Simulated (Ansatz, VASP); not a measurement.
# Two plane-wave programs on BeCr3

INCAR

```
SYSTEM = BeCr3
PREC = Accurate ; ENCUT = 600
EDIFF = 1E-6 ; ISMEAR = -1
SIGMA = 0.05 ; LREAL = .FALSE.
LASPH = .TRUE. ; NELM = 200
ALGO = Normal ; ISIF = 2
LWAVE = .FALSE. ; LCHARG = .FALSE.
ISPIN = 2 ; MAGMOM = 3 3 3 0
LORBIT = 11 ; NUPDOWN = 9.0
LMAXMIX = 4 ; GGA = PE
NBANDS = 34 ; GGA_COMPAT = .FALSE.
```

The input KPOINTS:

```
Automatic mesh
0
G
  6 6 6
  0 0 0
```

Contents of POSCAR:

```
BeCr3
1.0
    3.5112140000      0.0000000000      0.0000000000
    0.0000000000      3.5112140000      0.0000000000
    0.0000000000      0.0000000000      3.5112140000
Cr Be
3 1
Direct
    0.5000000000      0.5000000000      0.0000000000
    0.5000000000      0.0000000000      0.5000000000
    0.0000000000      0.5000000000      0.5000000000
    0.0000000000      0.0000000000      0.0000000000
```

File input.yaml:

```yaml
crystal:
  lattice:
    - [3.511214, 0.0, 0.0]
    - [0.0, 3.511214, 0.0]
    - [0.0, 0.0, 3.511214]
  atoms:
    - { symbol: Cr, position: [0.5, 0.5, 0.0], spin: 3.0 }
    - { symbol: Cr, position: [0.5, 0.0, 0.5], spin: 3.0 }
    - { symbol: Cr, position: [0.0, 0.5, 0.5], spin: 3.0 }
    - { symbol: Be, position: [0.0, 0.0, 0.0] }
hamiltonian:
  xc: pbe
  pseudopotentials: { kind: paw }
magnetization:
  spin_polarized: true
  initial_magnetization: 9.0
  spin_locking: { lock_magnetization: hard }
kpoints:
  mp_grid: { grid: [6, 6, 6] }
scf:
  occupations: { method: fermi_dirac, width: 0.05 }
  lower_state_search: "off"
output:
  forces: true
  stress: true
  eigenvalues: true
```

Alike in both runs: task single point; functional PBE; k mesh 6 × 6 × 6; occupations fermi-dirac, width 0.05 eV; collinear spin; fixed moment 9 μB.

```csv
,VASP,Ansatz
version,VASP 6.6.1,Ansatz 0.2.0
potentials or method,"VASP PAW PBE potentials, release 64 (Cr_sv, Be)",Ansatz PAW
plane-wave cutoff (eV),600,420
valence electrons in the cell,44,44
```

```csv
,VASP,Ansatz,Ansatz less VASP
net moment per atom (μB),2.25,2.25,0.000
size of the moment on the site where the two differ most (μB),2.51,2.64,+0.133
```

Site moments also hang on the region over which each program counts them. With one functional, cell and mesh, what is left measures potentials, basis and numerics.
